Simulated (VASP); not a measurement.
The system is NiMoIrPdW.

```
Ni Mo Pd Ir W
1.0
     2.76078    0.00000    0.00000
    -1.38039    2.39090    0.00000
     0.00000    0.00000   11.34051
Ni Mo Pd Ir W
1 1 1 1 1
Direct
  0.00000 0.00000 0.70917
  0.66667 0.33333 0.29425
  0.66667 0.33333 0.89901
  0.00000 0.00000 0.10604
  0.66667 0.33333 0.52921
```

| Quantity | Value |
| --- | --- |
| Program | VASP 6.6.1 |
| Task | relaxation of cell and atoms |
| Functional | PBE |
| Dispersion | D4 |
| Potentials or basis | VASP PAW PBE potentials, release 64 (Ni, Mo_sv, Pd, Ir, W_sv) |
| Cutoff | 600 eV |
| k mesh | 8 × 8 × 2 |
| Occupations | fermi-dirac, width 0.05 eV |
| Spin | collinear spin, ferromagnetic start |
| Starting moments | [1.0, 1.0, 0.0, 0.6, 0.0] μB |

At the start: pressure -5.0 GPa; volume 14.97 Å³/atom.

**Question.** Where does the relaxation end?

**Answer.** Over 11 steps the energy falls by 7.2 meV/atom and the volume is 14.61 Å³/atom (-2.4 %); space group P3m1 (No. 156, to 0.1 Å) before and after; moment 0.00 μB per cell.

Step by step:
| step | energy change (eV) | largest force (eV/Å) | pressure (GPa) | volume (Å³) |
| --- | --- | --- | --- | --- |
| 1 | 0.0000 | 0.3172 | -5.03 | 74.86 |
| 2 | 0.0860 | 0.4851 | 12.40 | 69.88 |
| 3 | -0.0295 | 0.3953 | 0.30 | 73.13 |
| 4 | -0.0348 | 0.1277 | 0.02 | 73.06 |
| 5 | -0.0348 | 0.0887 | 0.05 | 73.06 |
| 6 | -0.0357 | 0.0541 | -0.08 | 73.09 |
| 7 | -0.0358 | 0.0415 | -0.15 | 73.11 |
| 8 | -0.0360 | 0.0235 | 0.23 | 72.98 |
| 9 | -0.0360 | 0.0234 | 0.20 | 72.99 |
| 10 | -0.0361 | 0.0167 | -0.12 | 73.08 |
| 11 | -0.0361 | 0.0047 | 0.01 | 73.04 |

Final structure:
```xyz
5
Lattice="2.7438 0.0000 0.0000 -1.3719 2.3762 0.0000 0.0000 0.0000 11.2030" Properties=species:S:1:pos:R:3 pbc="T T T"
Ni   -1.3719    2.3762    7.9606
Mo    1.3719    0.7921    3.3042
Pd    1.3719    0.7921   10.0741
Ir   -1.3719    2.3762    1.1601
W     1.3719    0.7921    5.9306
```
